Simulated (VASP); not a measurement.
# Ag (R-3m) in VASP: a series of runs, part 3 of 3

VASP 6.6.1. The steps go on from the part before.

### 5 Single point, r2SCAN

This run uses another cell than the first one, of 17.33 Å³/atom.

Contents of POSCAR:

```
Ag
1.0
    1.4531386801      0.8389700082      7.1072779285
   -1.4531386801      0.8389700082      7.1072779285
    0.0000000000     -1.6779400162      7.1072779285
Ag
3
Direct
    0.2222810000      0.2222810000      0.2222810000
    0.7777190000      0.7777190000      0.7777190000
    0.0000000000      0.0000000000      0.0000000000
```

Contents of INCAR.step1:

```
SYSTEM = Ag
ALGO = Normal ; EDIFF = 1E-4
ENCUT = 520 ; GGA = PE
ISMEAR = -1 ; LASPH = .True.
LCHARG = .False. ; LREAL = .False.
LWAVE = .True. ; NBANDS = 24
NELM = 100 ; PREC = Accurate
SIGMA = 0.05
```

Contents of INCAR.step2:

```
SYSTEM = Ag
ALGO = Normal ; EDIFF = 1E-6
ENCUT = 520 ; ISIF = 2
ISMEAR = -1 ; ISTART = 1
LASPH = .True. ; LCHARG = .False.
LMIXTAU = .True. ; LREAL = .False.
LWAVE = .False. ; METAGGA = R2SCAN
NBANDS = 24 ; NELM = 100
PREC = Accurate ; SIGMA = 0.05
```

Contents of KPOINTS:

```
k-points
0
Gamma
  10 10 10
  0 0 0
```

Potentials or basis: VASP PAW PBE potentials, release 64 (Ag).

Command:

```sh
cat potpaw_PBE.64/Ag/POTCAR > POTCAR
cp INCAR.step1 INCAR
mpirun -np 1 vasp_std > vasp.out
cp INCAR.step2 INCAR
mpirun -np 1 vasp_std > vasp.out
```

OUTCAR:

```text
SYSTEM = Ag
   EDIFF = 1E-6
   ENCUT = 520
   ISIF = 2
   ISMEAR = -1
   ISTART = 1
   LASPH = .True.
   LREAL = .False.
   METAGGA = R2SCAN
   NELM = 100
   PREC = Accurate

 ion  position               nearest neighbor table
   1  0.222  0.222  0.222-   3 2.90   3 2.90   3 2.90   2 2.91   2 2.91   2 2.91
   2  0.778  0.778  0.778-   3 2.90   3 2.90   3 2.90   1 2.91   1 2.91   1 2.91
   3  0.000  0.000  0.000-   2 2.90   1 2.90   2 2.90   2 2.90   1 2.90   1 2.90

  LATTYP: Found a trigonal (rhomboedric) cell.
 ALAT       =     7.3026626823
 COS(alpha) =     0.9208079399

  Lattice vectors:

 A1 = (   1.4531386801,   0.8389700082,   7.1072779285)
 A2 = (  -1.4531386801,   0.8389700082,   7.1072779285)
 A3 = (   0.0000000000,  -1.6779400162,   7.1072779285)

Analysis of symmetry for initial positions (statically):
=====================================================================
 Subroutine PRICEL returns:
 Original cell was already a primitive cell.

 Routine SETGRP: Setting up the symmetry group for a
 trigonal (rhombohedral) supercell.

 Subroutine GETGRP returns: Found 12 space group operations
 (whereof 12 operations were pure point group operations)
 out of a pool of 12 trial point group operations.

The static configuration has the point symmetry D_3d.

Analysis of symmetry for dynamics (positions and initial velocities):
=====================================================================
 Subroutine PRICEL returns:
 Original cell was already a primitive cell.

 Routine SETGRP: Setting up the symmetry group for a
 trigonal (rhombohedral) supercell.

 Subroutine GETGRP returns: Found 12 space group operations
 (whereof 12 operations were pure point group operations)
 out of a pool of 12 trial point group operations.

The dynamic configuration has the point symmetry D_3d.

 Subroutine INISYM returns: Found 12 space group operations
 (whereof 12 operations are pure point group operations),
 and found     1 'primitive' translations

----------------------------------------------------------------------------------------

                                     Primitive cell

  volume of cell :      51.9886

  direct lattice vectors                    reciprocal lattice vectors
     1.453138680  0.838970008  7.107277929     0.344082782  0.198656287  0.046900281
    -1.453138680  0.838970008  7.107277929    -0.344082782  0.198656287  0.046900281
     0.000000000 -1.677940016  7.107277929     0.000000000 -0.397312574  0.046900281

  length of vectors
     7.302662682  7.302662682  7.302662682     0.400071141  0.400071141  0.400071141

  position of ions in fractional coordinates (direct lattice)
     0.222281000  0.222281000  0.222281000
     0.777719000  0.777719000  0.777719000
     0.000000000  0.000000000  0.000000000

  ion indices of the primitive-cell ions
   primitive index   ion index
                 1           1
                 2           2
                 3           3

----------------------------------------------------------------------------------------

 KPOINTS: k-points

Automatic generation of k-mesh.
 Grid dimensions read from file:
 generate k-points for:   10   10   10

 Generating k-lattice:

  Cartesian coordinates                     Fractional coordinates (reciprocal lattice)
     0.034408278  0.019865629  0.004690028     0.100000000 -0.000000000  0.000000000
    -0.034408278  0.019865629  0.004690028    -0.000000000  0.100000000  0.000000000
     0.000000000 -0.039731257  0.004690028     0.000000000  0.000000000  0.100000000

  Length of vectors
     0.040007114  0.040007114  0.040007114

  Shift w.r.t. Gamma in fractional coordinates (k-lattice)
     0.000000000  0.000000000  0.000000000

 Subroutine IBZKPT returns following result:
 ===========================================

 Found    116 irreducible k-points:

 Following reciprocal coordinates:
            Coordinates               Weight
  0.000000  0.000000  0.000000      1.000000
  0.100000  0.000000  0.000000      6.000000
  0.200000  0.000000  0.000000      6.000000
  0.300000  0.000000 -0.000000      6.000000
  0.400000  0.000000 -0.000000      6.000000
  0.500000  0.000000 -0.000000      3.000000
[... 16 lines left out ...]
  0.300000  0.300000 -0.000000      6.000000
  0.400000  0.300000 -0.000000     12.000000
 [... further k-points ...]
   k-points           NKPTS =    116   k-points in BZ     NKDIM =    116   number of bands    NBANDS=     24
   number of dos      NEDOS =    301   number of ions     NIONS =      3
   total plane-waves  NPLWV = 157464
   dimension x,y,z NGX =    54 NGY =   54 NGZ =   54
   dimension x,y,z NGXF=   108 NGYF=  108 NGZF=  108
   ions per type =               3
   NGX,Y,Z   is equivalent  to a cutoff of  12.29, 12.29, 12.29 a.u.
   NGXF,Y,Z  is equivalent  to a cutoff of  24.59, 24.59, 24.59 a.u.
 SYSTEM =  Ag
   PREC   = accura    normal or accurate (medium, high low for compatibility)
   ISTART =      1    job   : 0-new  1-cont  2-samecut
   ICHARG =      0    charge: 1-file 2-atom 10-const
   ISPIN  =      1    spin polarized calculation?
   LNONCOLLINEAR =      F non collinear calculations
   LSORBIT =      F    spin-orbit coupling
   LASPH  =      T    aspherical Exc in radial PAW
   ENCUT  =  520.0 eV  38.22 Ry    6.18 a.u.  13.58 13.58 13.58*2*pi/ulx,y,z
   NELM   =    100;   NELMIN=  2; NELMDL=  0     # of ELM steps
   EDIFF  = 0.1E-05   stopping-criterion for ELM
   LREAL  =      F    real-space projection
   EDIFFG = 0.1E-04   stopping-criterion for IOM
   NSW    =      0    number of steps for IOM
   IBRION =     -1    ionic relax: 0-MD 1-quasi-New 2-CG
   NFREE  =      0    steps in history (QN), initial steepest desc. (CG)
   ISIF   =      2    stress and relaxation
   ISYM   =      2    0-nonsym 1-usesym 2-fastsym
   POTIM  = 0.5000    time-step for ionic-motion
   TEBEG  =    0.0;   TEEND  =   0.0 temperature during run
   PSTRESS=    0.0 pullay stress
   NELECT =      33.0000    total number of electrons
   NUPDOWN=      -1.0000    fix difference up-down
   EMIN   =  10.00;   EMAX   =-10.00  energy-range for DOS
   EFERMI =   0.00;   METHOD = LEGACY
   ISMEAR =    -1;   SIGMA  =   0.05  broadening in eV -4-tet -1-fermi 0-gaus
   EFERMI_NEDOS =   21; number of points for ismear=-14 and -15
   IALGO  =     38    algorithm
   IMIX   =      4    mixing-type and parameters
     AMIX     =   0.40;   BMIX     =  1.00
     AMIX_MAG =   1.60;   BMIX_MAG =  1.00
  volume/ion in A,a.u.               =      17.33       116.95
  Fermi-wavevector in a.u.,A,eV,Ry     =   1.406944  2.658739 26.932614  1.979491
  Thomas-Fermi vector in A             =   2.529253
   LORBIT       =      0    0 simple, 1 ext, 2 COOP (PROOUT), +10 PAW based schemes
   METAGGA = R2SCAN    functional components
   LHFCALC =     F    Hartree Fock is set to
   AEXX    =    0.0000 exact exchange contribution
   IVDW    =     0    specifies the selected vdW correction
   LEPSILON=     F    determine dielectric tensor
   LRPA    =     F    only Hartree local field effects (RPA)
 non-spin polarized calculation
  energy-cutoff  :      520.00
  volume of cell :       51.99
 maximum number of plane-waves:      1437
   NGX = 27   NGY = 27   NGZ = 27

 number of electron      33.0000006 magnetization

 Free energy of the ion-electron system (eV)
  ---------------------------------------------------
  ext. energy  EPLUGINS =         0.00000000
  ---------------------------------------------------
  free energy    TOTEN  =       -64.04692074 eV

  energy without entropy =      -64.03931435  energy(sigma->0) =      -64.04311754

 E-fermi :   8.1618     XC(G=0): -12.8510

 val. band max:        8.1518132210   @ k =  -0.3000   0.5000   0.2000
 cond. band min:       8.1634604843   @ k =  -0.2000  -0.3000   0.1000
 fundamental gap:      0.0116472634
 Fermi energy:         8.1618489505

 k-point     1 :       0.0000    0.0000    0.0000
  band No.  band energies     occupation
      1       0.3767      2.00000
      2       1.7406      2.00000
      3       1.7478      2.00000
      4       3.1168      2.00000
      5       3.1168      2.00000
      6       3.1382      2.00000
[... 16 lines left out ...]
     23      25.9041      0.00000
     24      27.2310      0.00000
[... 598 lines left out ...]
      2       1.9655      2.00000
      3       2.1819      2.00000
      4       2.3745      2.00000
      5       2.7167      2.00000
      6       2.9319      2.00000
[... 16 lines left out ...]
     23      20.8416      0.00000
     24      21.7558      0.00000

 [... further k-points ...]
[... 5 lines left out ...]
  --------------------------------------------------------------------------------------
  -------------------------------------------------------------------------------------
  Total        0.1536012      0.1536012     -0.0349508      0.0000000     -0.0000000      0.0000000
  in kB        4.7336604      4.7336604     -1.0771097      0.0000000     -0.0000000      0.0000000
  external PRESSURE =       2.7967370 kB  Pullay stress =       0.0000000 kB

 VOLUME and BASIS-vectors are now :
 -----------------------------------------------------------------------------
  energy-cutoff  :      520.00
  volume of cell :       51.99
      direct lattice vectors                 reciprocal lattice vectors
     1.453138680  0.838970008  7.107277929     0.344082782  0.198656287  0.046900281
    -1.453138680  0.838970008  7.107277929    -0.344082782  0.198656287  0.046900281
     0.000000000 -1.677940016  7.107277929     0.000000000 -0.397312574  0.046900281

 POSITION                                       TOTAL-FORCE (eV/Angst)
 -----------------------------------------------------------------------------------
      0.00000      0.00000      4.73944         0.000000      0.000000      0.000332
      0.00000      0.00000     16.58240         0.000000     -0.000000     -0.000332
      0.00000      0.00000      0.00000        -0.000000      0.000000     -0.000000
 -----------------------------------------------------------------------------------
    total drift:                                0.000000     -0.000000      0.000000

  FREE ENERGIE OF THE ION-ELECTRON SYSTEM (eV)
  ---------------------------------------------------
  free  energy   TOTEN  =       -64.0469207355 eV

  energy  without entropy=      -64.0393143471  energy(sigma->0) =      -64.04311754
```

It took 19 min on 1 thread of Intel Xeon 6975P-C (Granite Rapids), shared host; peak memory 0.49 GiB.

Results:

```yaml
Free_energy: -64.0469 eV
Pressure: 0.3 GPa
Band_gap_on_the_k_mesh: zero (an odd number of electrons rules out a gap without spin polarisation)
```

Caveat: the PAW data sets were made with another functional, which shifts forces and pressure a little.

### 6 Overview

```tsv
level	potentials or basis	cell	gap on the mesh (eV)	pressure (GPa)
LDA	VASP PAW LDA potentials, release 64 (Ag)	a = 7.500 Å, angles 23.0°, 3 atoms	none	-13.6
LDA	VASP PAW LDA potentials, release 64 (Ag)	a = 7.548 Å, angles 23.0°, 3 atoms	none	-14.4
r2SCAN	VASP PAW PBE potentials, release 64 (Ag)	a = 7.252 Å, angles 23.0°, 3 atoms	none	2.6
r2SCAN	VASP PAW PBE potentials, release 64 (Ag)	a = 7.303 Å, angles 23.0°, 3 atoms	none	0.3
```

Alike in all rows: task single point; no spin polarisation; k mesh 10 × 10 × 10; cutoff (eV) 520; smearing fermi-dirac 0.05 eV.

Caveats: the cell stands under tension (at least some runs); the PAW data sets were made with another functional, which shifts forces and pressure a little (at least some runs).

Total energies depend on the potentials used, so only differences within one code and one set of settings carry meaning.

The gap in the log of VASP goes by the Fermi energy; the results here count the filled bands.